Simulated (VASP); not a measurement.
# Al (Fm-3m) in VASP: further runs

The runs below take Al through elastic constants, with LDA, PBE.

Program: VASP 6.6.1. These are calculated values, not measurements. Logs are shortened: lines on timing, memory, paths and dates and some standing lists are left out, and cuts for length are marked.

## 1. The cell of the first run

The structure is cubic, space group Fm-3m (No. 225). Conventional cell: a = 4.050 Å, b = 4.050 Å, c = 4.050 Å, α = 90.00°, β = 90.00°, γ = 90.00°. Al (site symmetry m-3m) has 12 Al at 2.86 Å within 3.8 Å.

## 2. Elastic constants, LDA

INCAR reads:

```
PREC = Accurate ; ENCUT = 600
EDIFF = 1E-8 ; ISMEAR = -1
SIGMA = 0.05 ; LREAL = F
LASPH = T ; NELM = 80
ALGO = Fast ; ISIF = 3
LWAVE = F ; LCHARG = F
GGA = CA ; IBRION = 6
NFREE = 2 ; POTIM = 0.015
NSW = 1
```

KPOINTS reads:

```
regular mesh
0
Gamma
  9 9 9
```

POSCAR reads:

```
Al
1.0
    0.0000000000      2.0248050000      2.0248050000
    2.0248050000      0.0000000000      2.0248050000
    2.0248050000      2.0248050000      0.0000000000
Al
1
Direct
    0.0000000000      0.0000000000      0.0000000000
```

Potentials or basis: VASP PAW LDA potentials, release 64 (Al).

Command:

```console
$ cat potpaw_LDA.64/Al/POTCAR > POTCAR
$ mpirun -np 1 vasp_std > vasp.out
```

OUTCAR:

```text
PREC = Accurate
   ENCUT = 600
   EDIFF = 1E-8
   ISMEAR = -1
   LREAL = F
   LASPH = T
   NELM = 80
   ISIF = 3
   GGA = CA
   IBRION = 6
   NFREE = 2
   POTIM = 0.015
   NSW = 1

 ion  position               nearest neighbor table
   1  0.000  0.000  0.000-

  LATTYP: Found a face centered cubic cell.
 ALAT       =     4.0496100000

  Lattice vectors:

 A1 = (   0.0000000000,   2.0248050000,   2.0248050000)
 A2 = (   2.0248050000,   0.0000000000,   2.0248050000)
 A3 = (   2.0248050000,   2.0248050000,   0.0000000000)

Analysis of symmetry for initial positions (statically):
=====================================================================
 Subroutine PRICEL returns:
 Original cell was already a primitive cell.

 Routine SETGRP: Setting up the symmetry group for a
 face centered cubic supercell.

 Subroutine GETGRP returns: Found 48 space group operations
[... 9 lines left out ...]

 Routine SETGRP: Setting up the symmetry group for a
 face centered cubic supercell.

 Subroutine GETGRP returns: Found 48 space group operations
 (whereof 48 operations were pure point group operations)
 out of a pool of 48 trial point group operations.

The dynamic configuration has the point symmetry O_h .

 Subroutine INISYM returns: Found 48 space group operations
 (whereof 48 operations are pure point group operations),
 and found     1 'primitive' translations

----------------------------------------------------------------------------------------

                                     Primitive cell

  volume of cell :      16.6027

  direct lattice vectors                    reciprocal lattice vectors
     0.000000000  2.024805000  2.024805000    -0.246937359  0.246937359  0.246937359
     2.024805000  0.000000000  2.024805000     0.246937359 -0.246937359  0.246937359
     2.024805000  2.024805000  0.000000000     0.246937359  0.246937359 -0.246937359

  length of vectors
     2.863506692  2.863506692  2.863506692     0.427708053  0.427708053  0.427708053

  position of ions in fractional coordinates (direct lattice)
     0.000000000  0.000000000  0.000000000

  ion indices of the primitive-cell ions
   primitive index   ion index
                 1           1

----------------------------------------------------------------------------------------

 KPOINTS: regular mesh

Automatic generation of k-mesh.
 Grid dimensions read from file:
 generate k-points for:    9    9    9

 Generating k-lattice:

  Cartesian coordinates                     Fractional coordinates (reciprocal lattice)
    -0.027437484  0.027437484  0.027437484     0.111111111  0.000000000  0.000000000
     0.027437484 -0.027437484  0.027437484     0.000000000  0.111111111  0.000000000
     0.027437484  0.027437484 -0.027437484     0.000000000  0.000000000  0.111111111

  Length of vectors
     0.047523117  0.047523117  0.047523117

  Shift w.r.t. Gamma in fractional coordinates (k-lattice)
     0.000000000  0.000000000  0.000000000

 Subroutine IBZKPT returns following result:
 ===========================================

 Found     35 irreducible k-points:

 Following reciprocal coordinates:
            Coordinates               Weight
  0.000000  0.000000  0.000000      1.000000
  0.111111  0.000000  0.000000      8.000000
[... 68 lines left out ...]
   AEXX    =    0.0000 exact exchange contribution
   IVDW    =     0    specifies the selected vdW correction
   LEPSILON=     F    determine dielectric tensor
   LRPA    =     F    only Hartree local field effects (RPA)
 finite differences with symmetry
 non-spin polarized calculation
 RMM-DIIS sequential band-by-band and
  energy-cutoff  :      600.00
  volume of cell :       16.60
 maximum number of plane-waves:       562
   NGX = 11   NGY = 11   NGZ = 11

--------------------------------------- Ionic step        1  -------------------------------------------

 number of electron       3.0000000 magnetization

 Free energy of the ion-electron system (eV)
  ---------------------------------------------------
  ext. energy  EPLUGINS =         0.00000000
  ---------------------------------------------------
  free energy    TOTEN  =        -4.15531160 eV

  energy without entropy =       -4.15037617  energy(sigma->0) =       -4.15284389

------------------------ aborting loop because EDIFF is reached ----------------------------------------

  FORCE on cell =-STRESS in cart. coord.  units (eV):
  Direction    XX          YY          ZZ          XY          YZ          ZX
  --------------------------------------------------------------------------------------
  -------------------------------------------------------------------------------------
  Total       -0.3513197     -0.3513197     -0.3513197     -0.0000000      0.0000000     -0.0000000
  in kB      -33.9026333    -33.9026333    -33.9026333     -0.0000000      0.0000000     -0.0000000
  external PRESSURE =     -33.9026333 kB  Pullay stress =       0.0000000 kB
[... 86 lines left out ...]
  FREE ENERGIE OF THE ION-ELECTRON SYSTEM (eV)
  ---------------------------------------------------
  free  energy   TOTEN  =        -4.1596639651 eV

  energy  without entropy=       -4.1551690435  energy(sigma->0) =       -4.15741650

[... ionic steps 4 to 12 ...]

--------------------------------------- Ionic step       13  -------------------------------------------

 number of electron       3.0000000 magnetization

------------------------ aborting loop because EDIFF is reached ----------------------------------------
[... 65 lines left out ...]
--------------------------------------- Ionic step       15  -------------------------------------------

 number of electron       3.0000000 magnetization

 Free energy of the ion-electron system (eV)
  ---------------------------------------------------
  ext. energy  EPLUGINS =         0.00000000
  ---------------------------------------------------
  free energy    TOTEN  =        -4.15531150 eV

  energy without entropy =       -4.15037606  energy(sigma->0) =       -4.15284378

 E-fermi :   7.7014     XC(G=0): -10.3203

 val. band max:        7.5830180951   @ k =   0.4444   0.4444   0.0000
 cond. band min:       7.7380975224   @ k =  -0.4444   0.3333   0.1111
 fundamental gap:      0.1550794273
 Fermi energy:         7.7013646767

 k-point     1 :       0.0000    0.0000    0.0000
  band No.  band energies     occupation
      1      -3.3299      2.00000
      2      20.2655      0.00000
      3      20.2656      0.00000
      4      20.2659      0.00000
      5      21.5376      0.00000
[... 177 lines left out ...]
 k-point    24 :       0.4444    0.4444    0.0000
  band No.  band energies     occupation
      1       3.5679      2.00000
      2       7.5830      1.82854
      3      13.1355      0.00000
      4      13.3265      0.00000
      5      13.3265      0.00000

 [... further k-points ...]
[... 5 lines left out ...]
  --------------------------------------------------------------------------------------
  -------------------------------------------------------------------------------------
  Total       -0.3513732     -0.3513732     -0.3513732     -0.0000000      0.0000000      0.0000000
  in kB      -33.9077964    -33.9077964    -33.9077964     -0.0000000      0.0000000      0.0000000
  external PRESSURE =     -33.9077964 kB  Pullay stress =       0.0000000 kB
[... 16 lines left out ...]
  FREE ENERGIE OF THE ION-ELECTRON SYSTEM (eV)
  ---------------------------------------------------
  free  energy   TOTEN  =        -4.1553114980 eV

  energy  without entropy=       -4.1503760604  energy(sigma->0) =       -4.15284378

 INTERNAL STRAIN TENSORS FROM STRAINED CELLS
 ============================================

 INTERNAL STRAIN TENSOR FOR ION    1 for displacements in x,y,z  (eV/Angst):
          X           Y           Z          XY          YZ          ZX
  --------------------------------------------------------------------------------
  x     0.00000     0.00000     0.00000     0.00000    -0.00000    -0.00000
  y     0.00000     0.00000     0.00000     0.00000     0.00000     0.00000
  z     0.00000    -0.00000     0.00000    -0.00000     0.00000    -0.00000

 INTERNAL STRAIN TENSORS FROM DISPLACED ATOMS
 ============================================

 INTERNAL STRAIN TENSOR FOR ION    1 for displacements in x,y,z  (eV/Angst):
          X           Y           Z          XY          YZ          ZX
  --------------------------------------------------------------------------------
  x     0.00000     0.00000     0.00000     0.00000     0.00000     0.00000
  y     0.00000     0.00000     0.00000     0.00000     0.00000     0.00000
  z     0.00000     0.00000     0.00000     0.00000     0.00000     0.00000

 Eigenvectors and eigenvalues of the dynamical matrix
 ----------------------------------------------------

   1 f/i=    0.000000 THz     0.000000 2PiTHz    0.000000 cm-1     0.000000 meV
             X         Y         Z           dx          dy          dz
      0.000000  0.000000  0.000000    -0.483098    0.875566    0.000000

   2 f/i=    0.000000 THz     0.000000 2PiTHz    0.000000 cm-1     0.000000 meV
             X         Y         Z           dx          dy          dz
      0.000000  0.000000  0.000000    -0.875566   -0.483098    0.000000

   3 f/i=    0.000000 THz     0.000000 2PiTHz    0.000000 cm-1     0.000000 meV
             X         Y         Z           dx          dy          dz
      0.000000  0.000000  0.000000     0.000000    0.000000    1.000000

--------------------------------------------------------------------------------------------------------

 ELASTIC MODULI CONTR FROM IONIC RELAXATION (kBar)
 Direction    XX          YY          ZZ          XY          YZ          ZX
 --------------------------------------------------------------------------------
 XX           0.0000      0.0000      0.0000      0.0000      0.0000      0.0000
 YY           0.0000      0.0000      0.0000      0.0000      0.0000      0.0000
 ZZ           0.0000      0.0000      0.0000      0.0000      0.0000      0.0000
 XY           0.0000      0.0000      0.0000      0.0000      0.0000      0.0000
 YZ           0.0000      0.0000      0.0000      0.0000      0.0000      0.0000
 ZX           0.0000      0.0000      0.0000      0.0000      0.0000      0.0000
 --------------------------------------------------------------------------------

 TOTAL ELASTIC MODULI (kBar)
 Direction    XX          YY          ZZ          XY          YZ          ZX
 --------------------------------------------------------------------------------
 XX         879.6832    648.0309    648.0309      0.0000     -0.0000     -0.0000
 YY         648.0309    879.6832    648.0309      0.0000      0.0000     -0.0000
 ZZ         648.0309    648.0309    879.6832      0.0000      0.0000     -0.0000
 XY           0.0000      0.0000      0.0000   -403.6530      0.0000      0.0000
 YZ          -0.0000      0.0000      0.0000      0.0000   -403.6530      0.0000
 ZX          -0.0000     -0.0000     -0.0000      0.0000      0.0000   -403.6530
 --------------------------------------------------------------------------------
```

Wall time 56 s (1 thread of Intel Xeon 6975P-C, shared host); peak memory 0.16 GiB.

What came out:

- Elastic constants C11, C12, C44: 88, 65, -40 GPa
- Voigt bulk modulus: 73 GPa

Elastic tensor in Voigt notation (GPa, in the Cartesian axes of the cell as first typed):
```
 88  65  65   0   0   0
 65  88  65   0   0   0
 65  65  88   0   0   0
  0   0   0 -40   0   0
  0   0   0   0 -40   0
  0   0   0   0   0 -40
```

Clamped-ion elastic tensor (GPa):
```
 88  65  65   0   0   0
 65  88  65   0   0   0
 65  65  88   0   0   0
  0   0   0 -40   0   0
  0   0   0   0 -40   0
  0   0   0   0   0 -40
```

Caveat: the cell is under stress, which shifts elastic constants; the elastic tensor has a negative eigenvalue, so either the cell is unstable as it stands or the mesh is too thin.

## 3. Elastic constants, PBE

INCAR reads:

```
SYSTEM = Al
PREC = Accurate
ENCUT = 600
EDIFF = 1E-8
ISMEAR = -1
SIGMA = 0.05
LREAL = .FALSE.
LASPH = .TRUE.
NELM = 80
ALGO = Fast
ISIF = 3
LWAVE = .FALSE.
LCHARG = .FALSE.
GGA = PE
IBRION = 6
NFREE = 2
POTIM = 0.015
NSW = 1
```

KPOINTS reads:

```
regular mesh
0
G
  9 9 9
  0 0 0
```

POSCAR is that of step 2.

Potentials or basis: VASP PAW PBE potentials, release 64 (Al).

Command:

```console
$ cat potpaw_PBE.64/Al/POTCAR > POTCAR
$ mpirun -np 1 vasp_std > vasp.out
```

Run time: 70 s. Hardware: 1 thread of Intel Xeon 6975P-C, shared host; peak memory 0.17 GiB.

The run converged. Its results:

```
Elastic constants C11, C12, C44 : 91, 70, -46 GPa
Voigt bulk modulus              : 77 GPa
```

Elastic tensor in Voigt notation (GPa, in the Cartesian axes of the cell as first typed):
```
 91  70  70   0   0   0
 70  91  70   0   0   0
 70  70  91   0   0   0
  0   0   0 -46   0   0
  0   0   0   0 -46   0
  0   0   0   0   0 -46
```

Clamped-ion elastic tensor (GPa):
```
 91  70  70   0   0   0
 70  91  70   0   0   0
 70  70  91   0   0   0
  0   0   0 -46   0   0
  0   0   0   0 -46   0
  0   0   0   0   0 -46
```

Caveat: the elastic tensor has a negative eigenvalue, so either the cell is unstable as it stands or the mesh is too thin.
